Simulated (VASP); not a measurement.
NaH, 2 atoms in the cell. It takes space group Fm-3m (No. 225, cubic). Conventional cell: a = 4.127 Å, b = 4.127 Å, c = 4.127 Å, α = 90.00°, β = 90.00°, γ = 90.00°. Na (site symmetry m-3m) has 6 H at 2.06 Å within 2.7 Å. Within 2.7 Å of H (site symmetry m-3m) lie 6 Na at 2.06 Å. 

| Item | Value |
| --- | --- |
| Program | VASP 6.6.1 |
| Task | single point |
| Functional | PBEsol |
| Potentials or basis | VASP PAW PBE potentials, release 64 (Na_pv, H) |
| Cutoff | 520 eV |
| k mesh | 8 × 8 × 8 |
| Occupations | gaussian, width 0.01 eV |
| Spin | no spin polarisation |
| Dipole correction | no |
| Further INCAR settings | ALGO = Normal; EDIFF = 1e-07; NBANDS = 11 |

Potentials or basis: VASP PAW PBE potentials, release 64 (Na_pv, H).

Run with:

```bash
$ cat potpaw_PBE.64/Na_pv/POTCAR potpaw_PBE.64/H/POTCAR > POTCAR
$ mpirun -np 1 vasp_std > vasp.out
```

Hardware: 1 thread of AMD EPYC 7R13 Processor (Zen 3), with other jobs on the host.

Question: Estimate the wall time of this run.

Answer: Run time: 5.1 s on 1 thread of AMD EPYC 7R13 Processor (Zen 3), with other jobs on the host, peak memory 0.1 GiB. Counts: scf iterations 12, k points 29.
